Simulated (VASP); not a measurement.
# Ti2Cl: single point with PBE

The system is Ti2Cl.

```
Ti Cl
1.0
     3.10238   -1.90359    0.00000
     3.10238    1.90359    0.00000
    -0.00290    0.00000    4.37266
Ti Cl
2 1
Cartesian
  4.2764 0.0000 1.2608
  1.9254 0.0000 3.1119
  0.0000 0.0000 0.0000
```

| Quantity | Value |
| --- | --- |
| Program | VASP 6.6.1 |
| Task | single point |
| Functional | PBE |
| Potentials or basis | VASP PAW PBE potentials, release 64 (Ti_sv, Cl) |
| Cutoff | 520 eV |
| k mesh | 6 × 6 × 4 |
| Occupations | gaussian, width 0.1 eV |
| Spin | collinear spin, ferromagnetic start |
| Starting moments | [1.0, 1.0, 0.0] μB |
| Dipole correction | no |
| Further INCAR settings | ALGO = Normal; EDIFF = 1e-06; NBANDS = 26 |

- Pressure: 0.8 GPa
- Largest force: 1.025 eV/Å
- Net moment: 0.00 μB per cell
- Valence electrons inside the program's atomic spheres: Ti 10.26; Cl 5.12

Forces on the atoms (eV/Å):
```
Ti  -0.474  0.000 -0.909
Ti   0.474  0.000  0.909
Cl   0.000  0.000  0.000
```

Stress tensor (GPa, compression positive):
```
-4.06  0.00 -3.27
 0.00 -9.27  0.00
-3.27  0.00 15.60
```

Levels at points of the mesh, in eV from the Fermi level:
Spin up:
| k point | band 13 | band 14 | band 15 | band 16 | band 17 | band 18 | band 19 | band 20 |
| --- | --- | --- | --- | --- | --- | --- | --- | --- |
| (0.00, 0.00, 0.00) | -2.92 | -0.91 | -0.70 | -0.08 | 0.09 | 0.23 | 0.60 | 0.73 |
| (0.50, 0.00, 0.00) | -2.44 | -1.23 | -0.44 | 0.58 | 1.06 | 1.22 | 1.32 | 1.32 |
| (0.50, 0.50, 0.00) | -2.54 | -1.52 | -0.61 | -0.03 | 1.20 | 1.42 | 1.45 | 1.73 |
| (0.00, 0.00, 0.50) | -1.17 | -0.81 | -0.58 | -0.12 | 0.31 | 0.65 | 0.78 | 1.51 |
| (0.50, 0.00, 0.50) | -1.74 | -0.66 | -0.65 | 0.25 | 0.43 | 1.11 | 1.27 | 1.50 |
| (0.50, 0.50, 0.50) | -1.63 | -0.83 | -0.20 | 0.12 | 0.20 | 1.08 | 1.25 | 1.46 |
Spin down:
| k point | band 12 | band 13 | band 14 | band 15 | band 16 | band 17 | band 18 | band 19 | band 20 | band 21 |
| --- | --- | --- | --- | --- | --- | --- | --- | --- | --- | --- |
| (0.00, 0.00, 0.00) | -7.17 | -2.92 | -0.91 | -0.70 | -0.08 | 0.09 | 0.23 | 0.60 | 0.73 | 0.84 |
| (0.50, 0.00, 0.00) | -7.11 | -2.44 | -1.23 | -0.44 | 0.58 | 1.06 | 1.23 | 1.32 | 1.32 | 1.95 |
| (0.50, 0.50, 0.00) | -7.09 | -2.54 | -1.52 | -0.61 | -0.03 | 1.20 | 1.43 | 1.45 | 1.73 | 2.30 |
| (0.00, 0.00, 0.50) | -7.15 | -1.17 | -0.81 | -0.58 | -0.12 | 0.31 | 0.65 | 0.78 | 1.51 | 1.96 |
| (0.50, 0.00, 0.50) | -7.43 | -1.74 | -0.66 | -0.65 | 0.25 | 0.43 | 1.11 | 1.27 | 1.50 | 1.56 |
| (0.50, 0.50, 0.50) | -7.43 | -1.63 | -0.83 | -0.20 | 0.12 | 0.20 | 1.09 | 1.25 | 1.46 | 1.59 |

Run time: 68 s on 1 thread of AMD EPYC 9R45 96-Core Processor (Zen 5) (shared host), peak memory 0.21 GiB.

Caveat: forces of over 1 eV/Å act on the atoms, so gaps and moduli don't describe the material at rest.
